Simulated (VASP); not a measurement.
SnO:

```
Sn O
1.0
     3.05406    0.00000    0.00000
     0.00000    3.10341    0.00000
     0.00000    0.00000    3.10341
Sn O
1 1
Direct
  0.00000 0.00000 0.00000
  0.50000 0.50000 0.50000
```

This cell differs from its parent crystal: uniaxial x strain -1.6%.

Base run:

| Item | Value |
| --- | --- |
| Program | VASP 6.6.1 |
| Functional | PBE |
| Potentials or basis | VASP PAW PBE potentials, release 64 (Sn_d, O) |
| Cutoff | 520 eV |
| k mesh | 8 × 8 × 8 |
| Occupations | fermi-dirac, width 0.02 eV |
| Spin | no spin polarisation |

Its results: band gap on the k mesh zero (band 10 reaches 8.79 eV, above the bottom of band 11 at 8.44 eV); pressure 4.8 GPa.

Task: The run is repeated on the same cell with these changes: functional from PBE to r2SCAN; further incar settings from ALGO = Normal; EDIFF = 1e-07; NBANDS = 17 to ALGO = Normal; EDIFF = 1e-06; NBANDS = 17. What comes out?

Result: Band gap on the k mesh zero (band 10 reaches 8.72 eV, above the bottom of band 11 at 8.46 eV); pressure 2.0 GPa.

Caveats: spin-orbit coupling is left out, which moves the levels of the heavy elements; the PAW data sets were made with another functional, which shifts forces and pressure a little (some runs).
